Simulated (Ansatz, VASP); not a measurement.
**Two plane-wave programs on SiO2**

File INCAR:

```
SYSTEM = SiO2
PREC = Accurate ; ENCUT = 520
EDIFF = 1E-6 ; ISMEAR = 0
SIGMA = 0.05 ; LREAL = .False.
LASPH = .True. ; NELM = 60
ALGO = Normal ; ISIF = 2
LWAVE = .False. ; LCHARG = .False.
GGA = PE ; NBANDS = 25
```

Contents of KPOINTS:

```
Automatic mesh
0
Gamma
  6 6 8
  0 0 0
```

File POSCAR:

```
SiO2
1.0
    4.2994000000      0.0000000000      0.0000000000
    0.0000000000      4.2994000000      0.0000000000
    0.0000000000      0.0000000000      2.3670000000
Si O
2 4
Direct
    0.5000000000      0.5000000000      0.5000000000
    0.0000000000      0.0000000000      0.0000000000
    0.6930127928      0.6930127928      0.0000000000
    0.1930127928      0.8069872072      0.5000000000
    0.3069872072      0.3069872072      0.0000000000
    0.8069872072      0.1930127928      0.5000000000
```

Input for Ansatz:

```yaml
crystal:
  lattice:
    - [4.2994, 0.0, 0.0]
    - [0.0, 4.2994, 0.0]
    - [0.0, 0.0, 2.367]
  atoms:
    - { symbol: Si, position: [0.5, 0.5, 0.5] }
    - { symbol: Si, position: [0.0, 0.0, 0.0] }
    - { symbol: O, position: [0.6930127928, 0.6930127928, 0.0] }
    - { symbol: O, position: [0.1930127928, 0.8069872072, 0.5] }
    - { symbol: O, position: [0.3069872072, 0.3069872072, 0.0] }
    - { symbol: O, position: [0.8069872072, 0.1930127928, 0.5] }
basis:
  ecutwfc: 520.0
kpoints:
  mp_grid: { grid: [6, 6, 8] }
hamiltonian:
  xc: pbe
  pseudopotentials: { kind: paw, azcp: { folder: soft_1 } }
scf:
  occupations: { method: gaussian, width: 0.05 }
output:
  forces: true
  stress: true
  eigenvalues: true
```

Alike in both runs: task single point; functional PBE; k mesh 6 × 6 × 8; occupations gaussian, width 0.05 eV; no spin polarisation.

```csv
,VASP,Ansatz
version,VASP 6.6.1,Ansatz 0.2.0
potentials or method,"VASP PAW PBE potentials, release 64 (Si, O), cutoff 520 eV","scalar-relativistic, plane waves, PAW"
valence electrons in the cell,32,32
```

|  | VASP | Ansatz | Ansatz less VASP |
| --- | --- | --- | --- |
| gap on the k mesh at the Fermi level (eV) | 6.85 | 6.88 | +0.031 |
| least direct gap on the mesh (eV) | 6.85 | 6.88 | +0.031 |
| rms of the force components (eV/Å) | 0.133 | 0.097 | -0.0357 |

Atom by atom the forces differ by 0.036 eV/Å (rms over components).
